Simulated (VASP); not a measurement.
Input of a VASP 6.6.1 run:

The input POSCAR:

```
Ta
1.0
   -1.6391942447      1.6391942447      1.6391942447
    1.6391942447     -1.6391942447      1.6391942447
    1.6391942447      1.6391942447     -1.6391942447
Ta
1
Direct
    0.0000000000      0.0000000000      0.0000000000
```

The input INCAR.step1:

```
SYSTEM = Ta
PREC = Accurate ; ENCUT = 520
ISMEAR = 0 ; SIGMA = 0.1
LREAL = .False. ; LASPH = .True.
NELM = 100 ; NBANDS = 12
GGA = PE ; ALGO = Normal
EDIFF = 1E-4 ; LWAVE = .True.
LCHARG = .False.
```

The input INCAR.step2:

```
SYSTEM = Ta
PREC = Accurate ; ENCUT = 520
EDIFF = 1E-6 ; ISMEAR = 0
SIGMA = 0.1 ; LREAL = .False.
LASPH = .True. ; NELM = 100
ALGO = Normal ; ISIF = 2
LWAVE = .False. ; LCHARG = .False.
METAGGA = R2SCAN ; LMIXTAU = .True.
NBANDS = 12 ; ISTART = 1
```

The input KPOINTS:

```
regular mesh
0
Gamma
  18 18 18
  0 0 0
```

Potentials or basis: VASP PAW PBE potentials, release 64 (Ta_pv).

Launch:

```sh
$ cat potpaw_PBE.64/Ta_pv/POTCAR > POTCAR
$ cp INCAR.step1 INCAR
$ mpirun -np 1 vasp_std > vasp.out
$ cp INCAR.step2 INCAR
$ mpirun -np 1 vasp_std > vasp.out
```

**Question.** Predict the pressure.

**Answer.** 5.8 GPa.

**Question.** Predict the band gap on the k mesh.

**Answer.** Zero (an odd number of electrons rules out a gap without spin polarisation).

Caveat: the cell stands under pressure; the PAW data sets were made with another functional, which shifts forces and pressure a little; spin-orbit coupling is left out, which moves the levels of the heavy elements.
